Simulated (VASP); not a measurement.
The system is TaSi.

```xyz
2
Lattice="2.9978 0.0000 0.0000 0.0000 2.9978 0.0000 0.0000 0.0000 3.3845" Properties=species:S:1:pos:R:3 pbc="T T T"
Ta    1.4989    1.4989    1.6923
Si    0.0000    0.0000    0.0000
```

- Program: VASP 6.6.1
- Task: relaxation of cell and atoms
- Functional: PBEsol
- Potentials or basis: VASP PAW PBE potentials, release 64 (Ta_pv, Si)
- Cutoff: 600 eV
- k mesh: 14 × 14 × 12
- Occupations: gaussian, width 0.1 eV
- Spin: no spin polarisation

At the start: pressure 0.7 GPa; volume 15.21 Å³/atom.

Question: How do energy, volume and symmetry change on relaxing?

Answer: Over 11 steps the energy falls by 14.7 meV/atom; space group P4/mmm (No. 123, to 0.1 Å) before and after.

The path:
| step | energy change (eV) | largest force (eV/Å) | pressure (GPa) | volume (Å³) |
| --- | --- | --- | --- | --- |
| 1 | 0.0000 | 0.0000 | 0.73 | 30.42 |
| 2 | -0.0027 | 0.0000 | -1.25 | 30.72 |
| 3 | -0.0028 | 0.0000 | -1.68 | 30.79 |
| 4 | -0.0042 | 0.0000 | -1.71 | 30.78 |
| 5 | -0.0085 | 0.0000 | -1.84 | 30.78 |
| 6 | -0.0196 | 0.0000 | -1.94 | 30.76 |
| 7 | -0.0263 | 0.0000 | -1.79 | 30.66 |
| 8 | -0.0276 | 0.0000 | -1.89 | 30.71 |
| 9 | -0.0288 | 0.0000 | 1.16 | 30.23 |
| 10 | -0.0295 | 0.0000 | 0.03 | 30.40 |
| 11 | -0.0295 | 0.0000 | 0.00 | 30.41 |

Final structure:
```
Ta Si
1.0
     2.89948    0.00000    0.00000
     0.00000    2.89948    0.00000
     0.00000    0.00000    3.61692
Ta Si
1 1
Direct
  0.50000 0.50000 0.50000
  0.00000 0.00000 0.00000
```

Caveat: the PAW data sets were made with another functional, which shifts forces and pressure a little.
